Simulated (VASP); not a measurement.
# Al2Pt: single point with PBE

The system is Al2Pt.

```
Pt Al
1.0
     0.00000    2.90792    2.90792
     2.90792    0.00000    2.90792
     2.90792    2.90792    0.00000
Pt Al
1 2
Cartesian
  0.0000 0.0000 0.0000
  4.3619 4.3619 4.3619
  1.4540 1.4540 1.4540
```

```
Program             : VASP 6.6.1
Task                : single point
Functional          : PBE
Potentials or basis : VASP PAW PBE potentials, release 64 (Pt, Al)
Cutoff              : 520 eV
k mesh              : 8 × 8 × 8
Occupations         : fermi-dirac, width 0.05 eV
Spin                : no spin polarisation
```

```
Pressure               : 9.8 GPa
Band gap on the k mesh : zero (band 8 reaches 12.34 eV, above the bottom of band 9 at 6.78 eV)
```

Levels at points of the mesh, in eV from the Fermi level:
```tsv
k point	band 6	band 7	band 8	band 9	band 10	band 11
(0.00, 0.00, 0.00)	-3.88	3.35	3.88	3.88	3.88	5.71
(0.50, 0.00, 0.00)	-3.63	-3.63	1.04	1.04	3.89	5.39
(0.50, 0.50, 0.00)	-3.54	-3.33	-1.68	-1.68	3.48	3.51
```

Run time: 58 s on 1 thread of AMD EPYC 7R13, with other jobs on the host, peak memory 0.15 GiB.

Caveat: spin-orbit coupling is left out, which moves the levels of the heavy elements.
